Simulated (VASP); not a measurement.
# ZrAl2 in VASP: notebook, part 2 of 2

VASP 6.6.1.

### 3 Single point, PBE

Input file INCAR:

```
  ALGO = Normal
  EDIFF = 1E-7
  ENCUT = 520
  GGA = PE
  ISIF = 2
  ISMEAR = -1
  ISYM = 0
  LASPH = True
  LCHARG = False
  LREAL = Auto
  LWAVE = False
  NBANDS = 90
  NELM = 60
  PREC = Accurate
  SIGMA = 0.05
```

Input file KPOINTS:

```
Automatic mesh
0
Gamma
  1 1 1
  0.25 0.25 0.25
```

Input file POSCAR:

```
ZrAl2
1.0
    7.7016390000      0.1689720000     -0.1318520000
    0.1689720000      7.7666440000      0.1814760000
   -0.1318520000      0.1814760000      7.7043200000
Al Zr
16 8
Direct
    0.4167035811      0.2736177735      0.0767094489
    0.0940626806      0.1382009072      0.3986962126
    0.7539420084      0.2406060474      0.2156725757
    0.4620967487      0.8406805927      0.6438796713
    0.6475393829      0.3584355869      0.8324647608
    0.9506717503      0.9858692897      0.0961300097
    0.6412453043      0.8076392357      0.3375546885
    0.8849363216      0.4916899018      0.3620264614
    0.2275374096      0.5083565592      0.2144147371
    0.7166125877      0.0770971556      0.6164086538
    0.9490425481      0.3167796581      0.6563267430
    0.1774989078      0.5898404734      0.5271974290
    0.0779497548      0.2849526362      0.9833972066
    0.4657393224      0.1254768002      0.3847586333
   -0.0265153541      0.8512423813      0.4036832368
    0.5713603115      0.5948621198      0.1152041714
    0.0822396064      0.9248176203      0.7508573442
    0.7886409248      0.6746108023      0.6728152794
    0.5275022643      0.4539008738      0.4805505370
    0.3290640206      0.1944244057      0.7198265890
    0.2971188767      0.8548849051      0.1982824734
    0.3039923523      0.5606447909      0.8576026730
    0.6039437534      0.9598665587      0.9650618677
    0.9321833581      0.6304557057      0.0083431971
```

Potentials or basis: VASP PAW PBE potentials, release 64 (Al, Zr_sv).

The run is started by

```bash
cat potpaw_PBE.64/Al/POTCAR potpaw_PBE.64/Zr_sv/POTCAR > POTCAR
mpirun -np 1 vasp_std > vasp.out
```

OUTCAR:

```text
EDIFF = 1E-7
   ENCUT = 520
   GGA = PE
   ISIF = 2
   ISMEAR = -1
   ISYM = 0
   LASPH = True
   LREAL = Auto
   NELM = 60
   PREC = Accurate

 ion  position               nearest neighbor table
   1  0.417  0.274  0.077-   9 2.58  14 2.60  13 2.68   5 2.71   3 2.77  22 2.82  16 2.84  20 2.91
                            23 2.96  21 3.51  19 3.57
   2  0.094  0.138  0.399-  15 2.45  11 2.72  14 2.87   6 2.87   3 2.99  20 3.08   8 3.12  17 3.12
                            21 3.14  13 3.34
   3  0.754  0.241  0.216-   8 2.53   6 2.66  14 2.77   1 2.77   2 2.99  16 3.09   5 3.12  13 3.14
                            19 3.20  23 3.21  10 3.31
   4  0.462  0.841  0.644-  10 2.75  18 2.77   7 2.79  23 2.88  14 2.91  20 2.98  22 2.99  17 3.12
                            12 3.13  19 3.34  21 3.62
   5  0.648  0.358  0.832-   1 2.71  11 2.74  10 2.85  19 2.89  20 2.94  18 2.96  16 2.97  22 3.04
                             3 3.12  23 3.25  24 3.40
   6  0.951  0.986  0.096-  15 2.54   3 2.66  13 2.68  23 2.84   2 2.87  24 2.88  21 2.89  17 2.93
[... 7 lines left out ...]
  10  0.717  0.077  0.616-  14 2.59  11 2.66   4 2.75   5 2.85  23 2.97   7 3.13  17 3.13  15 3.14
                            18 3.16  20 3.22   3 3.31  19 3.32
  11  0.949  0.317  0.656-   8 2.61  10 2.66  13 2.67   2 2.72   5 2.74  12 2.97  18 3.00  20 3.06
                            17 3.21  19 3.58
  12  0.177  0.590  0.527-   9 2.56  15 2.64  22 2.69   8 2.71  19 2.89  11 2.97   4 3.13  17 3.26
                            18 3.29  21 3.37  20 3.49
  13  0.078  0.285  0.983-  11 2.67   6 2.68   1 2.68   9 2.80  24 2.88  20 2.94  22 2.97   3 3.14
                             2 3.34  17 3.39
  14  0.466  0.125  0.385-  10 2.59   1 2.60  19 2.75   3 2.77   7 2.81   2 2.87  20 2.89   4 2.91
                            21 2.93
  15  0.973  0.851  0.404-   2 2.45   6 2.54   7 2.63  12 2.64  17 2.87  18 2.88   8 2.93  21 3.00
                            10 3.14  24 3.58
  16  0.571  0.595  0.115-   7 2.50   1 2.84  22 2.84   9 2.88  24 2.95  21 2.97   5 2.97  19 3.01
                            23 3.04   8 3.08   3 3.09
  17  0.082  0.925  0.751-  15 2.87  20 2.90   6 2.93  18 3.11   4 3.12   2 3.12  10 3.13  11 3.21
                            24 3.24  12 3.26  22 3.30  13 3.39  21 3.78
  18  0.789  0.675  0.673-   4 2.77  24 2.78  15 2.88   7 2.91   8 2.94   5 2.96  11 3.00  19 3.09
                            17 3.11  10 3.16  12 3.29  23 3.52
  19  0.528  0.454  0.481-  14 2.75   5 2.89  12 2.89   8 2.95  16 3.01   9 3.04  18 3.09   7 3.09
                            20 3.15   3 3.20  10 3.32   4 3.34  22 3.54   1 3.57  11 3.58
  20  0.329  0.194  0.720-  14 2.89  17 2.90   1 2.91   5 2.94  13 2.94   4 2.98  11 3.06   2 3.08
                            22 3.08  19 3.15  10 3.22  23 3.23  12 3.49
  21  0.297  0.855  0.198-   9 2.77   7 2.83   6 2.89  14 2.93  16 2.97  15 3.00  23 3.13   2 3.14
                            12 3.37   1 3.51  22 3.56   4 3.62  24 3.67  17 3.78
  22  0.304  0.561  0.858-  12 2.69   1 2.82  16 2.84   9 2.85  13 2.97   4 2.99   5 3.04  20 3.08
                            24 3.16  17 3.30  19 3.54  21 3.56
  23  0.604  0.960  0.965-   6 2.84   4 2.88   1 2.96  10 2.97  16 3.04   7 3.05  21 3.13   3 3.21
                            20 3.23   5 3.25  24 3.52  18 3.52
  24  0.932  0.630  0.008-  18 2.78   9 2.83   6 2.88  13 2.88   8 2.92  16 2.95  22 3.16  17 3.24
                             5 3.40  23 3.52  15 3.58  21 3.67

IMPORTANT INFORMATION: All symmetrisations will be switched off!
NOSYMM: (Re-)initialisation of all symmetry stuff for point group C_1.

----------------------------------------------------------------------------------------

                                     Primitive cell

  volume of cell :     460.2240

  direct lattice vectors                    reciprocal lattice vectors
     7.701639000  0.168972000 -0.131852000     0.129944927 -0.002880646  0.002291736
     0.168972000  7.766644000  0.181476000    -0.002880646  0.128890504 -0.003085328
    -0.131852000  0.181476000  7.704320000     0.002291736 -0.003085328  0.129909205

  length of vectors
[... 94 lines left out ...]
   ISTART =      0    job   : 0-new  1-cont  2-samecut
   ICHARG =      2    charge: 1-file 2-atom 10-const
   ISPIN  =      1    spin polarized calculation?
   LNONCOLLINEAR =      F non collinear calculations
   LSORBIT =      F    spin-orbit coupling
   LASPH  =      T    aspherical Exc in radial PAW
   ENCUT  =  520.0 eV  38.22 Ry    6.18 a.u.  14.33 14.45 14.33*2*pi/ulx,y,z
   NELM   =     60;   NELMIN=  2; NELMDL= -5     # of ELM steps
   EDIFF  = 0.1E-06   stopping-criterion for ELM
   LREAL  =      T    real-space projection
   EDIFFG = 0.1E-05   stopping-criterion for IOM
   NSW    =      0    number of steps for IOM
   IBRION =     -1    ionic relax: 0-MD 1-quasi-New 2-CG
   NFREE  =      0    steps in history (QN), initial steepest desc. (CG)
   ISIF   =      2    stress and relaxation
   ISYM   =      0    0-nonsym 1-usesym 2-fastsym
   POTIM  = 0.5000    time-step for ionic-motion
   TEBEG  =    0.0;   TEEND  =   0.0 temperature during run
   PSTRESS=    0.0 pullay stress
   NELECT =     144.0000    total number of electrons
   NUPDOWN=      -1.0000    fix difference up-down
   EMIN   =  10.00;   EMAX   =-10.00  energy-range for DOS
   EFERMI =   0.00;   METHOD = LEGACY
   ISMEAR =    -1;   SIGMA  =   0.05  broadening in eV -4-tet -1-fermi 0-gaus
   EFERMI_NEDOS =   21; number of points for ismear=-14 and -15
   IALGO  =     38    algorithm
   IMIX   =      4    mixing-type and parameters
     AMIX     =   0.40;   BMIX     =  1.00
     AMIX_MAG =   1.60;   BMIX_MAG =  1.00
  volume/ion in A,a.u.               =      19.18       129.41
  Fermi-wavevector in a.u.,A,eV,Ry     =   1.111406  2.100252 16.806220  1.235222
  Thomas-Fermi vector in A             =   2.247968
   LORBIT       =      0    0 simple, 1 ext, 2 COOP (PROOUT), +10 PAW based schemes
   GGA     = PE    functional components
   LHFCALC =     F    Hartree Fock is set to
   AEXX    =    0.0000 exact exchange contribution
   IVDW    =     0    specifies the selected vdW correction
   LEPSILON=     F    determine dielectric tensor
   LRPA    =     F    only Hartree local field effects (RPA)
 non-spin polarized calculation
  energy-cutoff  :      520.00
  volume of cell :      460.22
 maximum number of plane-waves:     12409
 NGX is ok and might be reduce to    60
   NGX = 29   NGY = 29   NGZ = 29

 number of electron     144.0000000 magnetization

 Free energy of the ion-electron system (eV)
  ---------------------------------------------------
  ext. energy  EPLUGINS =         0.00000000
  ---------------------------------------------------
  free energy    TOTEN  =      -132.24721850 eV

  energy without entropy =     -132.12769863  energy(sigma->0) =     -132.18745857

 E-fermi :   7.9674     XC(G=0): -10.4306

 val. band max:        7.9110633341   @ k =   0.2500   0.2500   0.2500
 cond. band min:       8.0260662912   @ k =   0.2500   0.2500   0.2500
 fundamental gap:      0.1150029571
 Fermi energy:         7.9674346620

 k-point     1 :       0.2500    0.2500    0.2500
  band No.  band energies     occupation
      1     -40.9577      2.00000
      2     -40.9435      2.00000
      3     -40.9349      2.00000
      4     -40.9052      2.00000
      5     -40.6468      2.00000
      6     -40.6222      2.00000
[... 76 lines left out ...]
     83       9.2954      0.00000
     84       9.4337      0.00000
 [bands above 84 left out]

------------------------ aborting loop because EDIFF is reached ----------------------------------------

  FORCE on cell =-STRESS in cart. coord.  units (eV):
  Direction    XX          YY          ZZ          XY          YZ          ZX
  --------------------------------------------------------------------------------------
  -------------------------------------------------------------------------------------
  Total        1.5710457     -1.5668559      5.8343009      7.9614537     -0.5483602      5.9491803
  in kB        5.4692796     -5.4546937     20.3109447     27.7161989     -1.9090059     20.7108743
  external PRESSURE =       6.7751769 kB  Pullay stress =       0.0000000 kB

 VOLUME and BASIS-vectors are now :
 -----------------------------------------------------------------------------
  energy-cutoff  :      520.00
  volume of cell :      460.22
      direct lattice vectors                 reciprocal lattice vectors
     7.701639000  0.168972000 -0.131852000     0.129944927 -0.002880646  0.002291736
     0.168972000  7.766644000  0.181476000    -0.002880646  0.128890504 -0.003085328
    -0.131852000  0.181476000  7.704320000     0.002291736 -0.003085328  0.129909205

 POSITION                                       TOTAL-FORCE (eV/Angst)
 -----------------------------------------------------------------------------------
      3.24542      2.20942      0.58571         0.488843     -0.771489     -0.254531
      0.69522      1.16160      3.08436         0.656582      0.907747     -0.509034
      5.81881      2.03524      1.60587        -0.171288     -0.300777     -0.269456
      3.61606      6.72420      5.05229        -1.125676     -0.094119     -0.513125
      4.93792      3.04433      6.39324         0.099745      0.108919      0.649031
      7.47564      7.83498      0.79418         0.009730      0.360800     -0.311053
[... 16 lines left out ...]
      4.68630      7.73213      7.52971        -0.062490     -0.439656      0.004874
      7.28477      5.05555      0.05578        -0.638320      0.006914      0.960166
 -----------------------------------------------------------------------------------
    total drift:                               -0.004274     -0.003052      0.004709

  FREE ENERGIE OF THE ION-ELECTRON SYSTEM (eV)
  ---------------------------------------------------
  free  energy   TOTEN  =      -132.2472185029 eV

  energy  without entropy=     -132.1276986278  energy(sigma->0) =     -132.18745857
```

It took 89 s on 1 thread of Intel Xeon Platinum 8488C (Sapphire Rapids), shared host; peak memory 0.47 GiB.

What came out:

```
Free energy            : -132.2472 eV
Pressure               : 0.7 GPa
Largest force          : 1.241 eV/Å
Band gap on the k mesh : 0.12 eV
```

Forces in eV/Å, atoms in the order of the input:
```
Al   0.489 -0.771 -0.255
Al   0.657  0.908 -0.509
Al  -0.171 -0.301 -0.269
Al  -1.126 -0.094 -0.513
Al   0.100  0.109  0.649
Al   0.010  0.361 -0.311
Al   0.026  0.190  0.323
Al   0.154  0.554 -0.321
Al  -0.142 -0.378  0.120
Al   0.092 -0.362  0.191
Al   0.489  0.333  0.328
Al   0.032  0.136  0.366
Al   0.120 -0.279 -0.006
Al  -0.755 -0.814 -0.437
Al  -0.434 -0.982 -0.030
Al   0.010 -0.213 -0.691
Zr  -0.599  0.188  0.274
Zr   1.038  0.136 -0.147
Zr   0.241  0.434 -0.426
Zr   0.343  0.419  0.388
Zr  -0.134  0.716  0.266
Zr   0.263  0.142  0.046
Zr  -0.062 -0.440  0.005
Zr  -0.638  0.007  0.960
```

Levels at points of the mesh, in eV from the valence-band top:
| k point | band 69 | band 70 | band 71 | band 72 | band 73 | band 74 | band 75 | band 76 |
| --- | --- | --- | --- | --- | --- | --- | --- | --- |
| (0.25, 0.25, 0.25) | -0.46 | -0.33 | -0.24 | 0.00 | 0.11 | 0.29 | 0.38 | 0.57 |

Caveat: the k points lie up to 0.82 Å⁻¹ apart.

### 4 Single point, PBE

Input file INCAR:

```
PREC     = Accurate       # precision mode
ENCUT    = 520            # plane-wave cutoff, eV
EDIFF    = 1E-6           # SCF threshold, eV
ISMEAR   = -1             # smearing method
SIGMA    = 0.05           # smearing width, eV
LREAL    = Auto         
LASPH    = True           # aspherical terms in the spheres
NELM     = 100            # most SCF steps
ALGO     = Normal         # electronic algorithm
ISIF     = 2              # what is computed and relaxed
LWAVE    = False          # write WAVECAR
LCHARG   = True           # write CHGCAR
GGA      = PE             # functional
LELF     = True           # ELF
LVHAR    = True         
ISYM     = 0            
NBANDS   = 90             # bands
```

KPOINTS is that of step 3.

Input file POSCAR:

```
ZrAl2
1.0
    7.7016390000      0.1689720000     -0.1318520000
    0.1689720000      7.7666440000      0.1814760000
   -0.1318520000      0.1814760000      7.7043200000
Al Zr
16 8
Direct
    0.4172298189      0.2531719847      0.0826564768
    0.1237599040      0.1562964902      0.3666977655
    0.7595390662      0.2476968766      0.1676844558
    0.4430416848      0.8297868907      0.6241761150
    0.6613162694      0.3791235427      0.8252467510
    0.9542139202      0.9936439630      0.0685856094
    0.6361942537      0.7945098777      0.3520113404
    0.9015697422      0.4766839641      0.3657580519
    0.2306759084      0.5157803628      0.2270425323
    0.7254923110      0.0818406240      0.6321834377
    0.9898685957      0.3218658930      0.6559771945
    0.1810211552      0.6186621719      0.5475470470
    0.0999400916      0.2829148065      0.9879121134
    0.4957664906      0.1128553415      0.3798192790
   -0.0349507425      0.8540655164      0.3894833394
    0.5776397932      0.6006882432      0.0949068136
    0.0873988778      0.9371146767      0.7321902379
    0.8093372003      0.6833046059      0.6742657810
    0.5299840601      0.4459858840      0.4597354113
    0.3587667946      0.1893166344      0.7286999623
    0.2904831148      0.8670152038      0.1924004102
    0.2956276752      0.5611775857      0.8642942968
    0.6129093874      0.9492198464      0.9702046005
    0.9254645768      0.6225086178      0.0306298261
```

The run is started by

```bash
cat potpaw_PBE.64/Al/POTCAR potpaw_PBE.64/Zr_sv/POTCAR > POTCAR
mpirun -np 1 vasp_std > vasp.out
```

Wall time 92 s (1 thread of Intel Xeon Platinum 8488C (Sapphire Rapids), shared host); peak memory 0.46 GiB.

The run converged. Its results:

| Item | Value |
| --- | --- |
| Free energy | -132.6978 eV |
| Pressure | 0.6 GPa |
| Largest force | 1.076 eV/Å |
| Band gap on the k mesh | 0.14 eV |

Forces on the atoms (eV/Å):
```
Al   0.632  0.317 -0.024
Al   0.077  0.280  0.269
Al   0.102  0.488  0.292
Al  -0.016  0.024  0.352
Al  -0.175 -0.203  0.551
Al   0.204 -0.263  0.315
Al   0.008 -0.345 -0.573
Al  -0.205  0.268 -0.053
Al   0.013 -0.576  0.028
Al   0.367 -0.233  0.218
Al   0.149  0.079  0.443
Al   0.020 -0.212 -0.958
Al  -0.672 -0.212 -0.037
Al  -0.572 -0.837 -0.361
Al   0.036  0.120 -0.437
Al  -0.689 -0.321  0.174
Zr  -0.185  0.120 -0.011
Zr   0.273 -0.009 -0.039
Zr  -0.046  0.766  0.246
Zr   0.298  0.512 -0.199
Zr   0.467  0.299  0.213
Zr   0.262 -0.021  0.413
Zr  -0.571 -0.317 -0.343
Zr   0.222  0.276 -0.479
```

Stress tensor (GPa, compression positive):
```
 1.91  2.10  3.13
 2.10 -1.94 -1.48
 3.13 -1.48  1.93
```

Levels at points of the mesh, in eV from the valence-band top:
| k point | band 69 | band 70 | band 71 | band 72 | band 73 | band 74 | band 75 | band 76 |
| --- | --- | --- | --- | --- | --- | --- | --- | --- |
| (0.25, 0.25, 0.25) | -0.42 | -0.33 | -0.17 | 0.00 | 0.14 | 0.30 | 0.46 | 0.56 |

Caveat: the k points lie up to 0.82 Å⁻¹ apart.
